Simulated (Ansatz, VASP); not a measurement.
# Two plane-wave programs on Al

Contents of INCAR:

```
PREC = Accurate
ENCUT = 520
EDIFF = 1E-6
ISMEAR = 0
SIGMA = 0.15
LREAL = False
LASPH = True
NELM = 100
ALGO = Fast
ISIF = 2
LWAVE = False
LCHARG = False
GGA = PS
NBANDS = 22
```

File KPOINTS:

```
regular mesh
0
Gamma
  19 19 3
```

Contents of POSCAR:

```
Al
1.0
   -2.8362844918      0.0000000000      0.0000000000
   -1.4181422459     -2.4562944223      0.0000000000
   -1.1345137967      0.0000000000     18.6442989101
Al
8
Direct
   -0.0750000000      0.0000000000      0.1875000000
   -0.2750000000      0.0000000000      0.6875000000
    0.0083333333      0.3333333333      0.8125000000
    0.2083333333      0.3333333333      0.3125000000
   -0.3750000000      0.0000000000      0.9375000000
   -0.1750000000      0.0000000000      0.4375000000
    0.6416666667      0.6666666667      0.0625000000
    0.4416666667      0.6666666667      0.5625000000
```

Input for Ansatz:

```yaml
crystal:
  lattice:
    - [-2.8362844918, 0.0, 0.0]
    - [-1.4181422459, -2.4562944223, 0.0]
    - [-1.1345137967, 0.0, 18.6442989101]
  atoms:
    - { symbol: Al, position: [-0.075, 0.0, 0.1875] }
    - { symbol: Al, position: [-0.275, 0.0, 0.6875] }
    - { symbol: Al, position: [0.0083333333, 0.3333333333, 0.8125] }
    - { symbol: Al, position: [0.2083333333, 0.3333333333, 0.3125] }
    - { symbol: Al, position: [-0.375, 0.0, 0.9375] }
    - { symbol: Al, position: [-0.175, 0.0, 0.4375] }
    - { symbol: Al, position: [0.6416666667, 0.6666666667, 0.0625] }
    - { symbol: Al, position: [0.4416666667, 0.6666666667, 0.5625] }
basis:
  ecutwfc: 420
kpoints:
  mp_grid: { grid: [19, 19, 3] }
hamiltonian:
  xc: pbesol
scf:
  occupations: { method: gaussian, width: 0.15 }
output:
  forces: true
  stress: true
  eigenvalues: true
  write_density: true
  write_potential: true
  elf: true
  volumetric_format: npy
```

Alike in both runs: task single point; functional PBEsol; k mesh 19 × 19 × 3; occupations gaussian, width 0.15 eV; no spin polarisation.

|  | VASP | Ansatz |
| --- | --- | --- |
| version | VASP 6.6.1 | Ansatz 0.2.0 |
| potentials or method | VASP PAW PBE potentials, release 64 (Al), cutoff 520 eV | scalar-relativistic, plane waves, PAW |
| valence electrons in the cell | 24 | 24 |

VASP gave:

- gap on the k mesh at the Fermi level (eV): none
- pressure (GPa): 1.0
- traceless stress, the component that is largest in VASP (GPa): 1.45
- rms of the force components (eV/Å): 0.274

Task: Estimate Ansatz's values.

Result: gap on the k mesh at the Fermi level (eV): none; pressure (GPa): 0.9; traceless stress, the component that is largest in VASP (GPa): 1.44; rms of the force components (eV/Å): 0.273.

VASP's potentials were made for PBE, not for PBEsol. Atom by atom the forces differ by 0.001 eV/Å (rms over components). A gap of «none» marks a metal or a gap that the smearing closes.
